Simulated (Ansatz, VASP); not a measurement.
Ca: VASP beside Ansatz

INCAR

```
  PREC = Accurate
  ENCUT = 520
  EDIFF = 1E-8
  ISMEAR = -1
  SIGMA = 0.05
  LREAL = F
  LASPH = T
  NELM = 80
  ALGO = Normal
  ISIF = 2
  LWAVE = F
  LCHARG = F
  GGA = PS
  LEFG = T
  NBANDS = 11
```

Contents of KPOINTS:

```
Automatic mesh
0
Gamma
  11 11 11
```

File POSCAR:

```
Ca
1.0
    0.0000000000      2.7942000000      2.8500840000
    2.7942000000      0.0000000000      2.8500840000
    2.7942000000      2.7942000000      0.0000000000
Ca
1
Direct
    0.0000000000      0.0000000000      0.0000000000
```

Input for Ansatz:

```yaml
crystal:
  lattice:
    - [0.0, 2.7942, 2.850084]
    - [2.7942, 0.0, 2.850084]
    - [2.7942, 2.7942, 0.0]
  atoms:
    - { symbol: Ca, position: [0.0, 0.0, 0.0] }
kpoints:
  mp_grid: { grid: [11, 11, 11] }
scf:
  occupations: { method: fermi_dirac, width: 0.05 }
hamiltonian:
  xc: pbesol
  pseudopotentials: { kind: all_electron, datasets: crystal }
output:
  forces: true
  stress: true
  eigenvalues: true
  efg: { contact_densities: true }
```

Change from the starting cell: zz strain of +2 %, crystal datasets.

Alike in both runs: task electric field gradients; functional PBEsol; k mesh 11 × 11 × 11; occupations fermi-dirac, width 0.05 eV; no spin polarisation.

|  | VASP | Ansatz |
| --- | --- | --- |
| version | VASP 6.6.1 | Ansatz 0.2.0 |
| potentials or method | VASP PAW PBE potentials, release 64 (Ca_sv), cutoff 520 eV | all-electron PAW with datasets made for the crystal, scalar-relativistic |

```csv
,VASP,Ansatz,Ansatz less VASP
pressure (GPa),-1.4,-1.4,-0.01
"traceless stress, the component that is largest in VASP (GPa)",-0.10,-0.10,0.000
```

VASP's potentials were made for PBE, not for PBEsol. Ansatz ran all-electron here, and VASP with PAW potentials.
